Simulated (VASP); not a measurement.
A run of VASP 6.6.1:

File POSCAR:

```
Ti2OsC6
1.0
    0.0000000000      3.3531238965      3.3531238965
    3.3531238965      0.0000000000      3.3531238965
    3.3531238965      3.3531238965      0.0000000000
Ti Os C
2 1 6
Direct
    0.2500000000      0.2500000000      0.2500000000
    0.7500000000      0.7500000000      0.7500000000
    0.5000000000      0.5000000000      0.5000000000
    0.8129186715      0.1870813285      0.1870813285
    0.1870813285      0.8129186715      0.8129186715
    0.1870813285      0.8129186715      0.1870813285
    0.8129186715      0.1870813285      0.8129186715
    0.1870813285      0.1870813285      0.8129186715
    0.8129186715      0.8129186715      0.1870813285
```

INCAR.step1

```
  ALGO = Normal
  EDIFF = 1E-7
  ENCUT = 520
  GGA = PE
  ISIF = 2
  ISMEAR = 0
  LASPH = True
  LCHARG = True
  LMAXMIX = 4
  LREAL = False
  LWAVE = False
  NBANDS = 38
  NELM = 100
  PREC = Accurate
  SIGMA = 0.1
```

Contents of KPOINTS.step1:

```
k-points
0
Gamma
  10 10 10
```

File INCAR.step2:

```
  ALGO = Normal
  EDIFF = 1E-7
  ENCUT = 520
  GGA = PE
  ICHARG = 11
  ISIF = 2
  ISMEAR = -5
  LASPH = True
  LCHARG = False
  LMAXMIX = 4
  LORBIT = 11
  LREAL = False
  LWAVE = False
  NBANDS = 38
  NEDOS = 2001
  NELM = 100
  PREC = Accurate
  SIGMA = 0.1
```

KPOINTS.step2

```
k-points
0
Gamma
  15 15 15
```

Potentials or basis: VASP PAW PBE potentials, release 64 (Ti_sv, Os, C).

Command:

```sh
$ cat potpaw_PBE.64/Ti_sv/POTCAR potpaw_PBE.64/Os/POTCAR potpaw_PBE.64/C/POTCAR > POTCAR
$ cp INCAR.step1 INCAR
$ cp KPOINTS.step1 KPOINTS
$ mpirun -np 1 vasp_std > vasp.out
$ cp INCAR.step2 INCAR
$ cp KPOINTS.step2 KPOINTS
$ mpirun -np 1 vasp_std > vasp.out
```

Hardware: 1 thread of Intel(R) Xeon(R) 6975P-C (Granite Rapids) (shared host).

**Question.** How long does it take, and how much memory?

**Answer.** It took 4 min on 1 thread of Intel(R) Xeon(R) 6975P-C (Granite Rapids), with other jobs on the host, peak memory 0.42 GiB. Counts: k points 120.
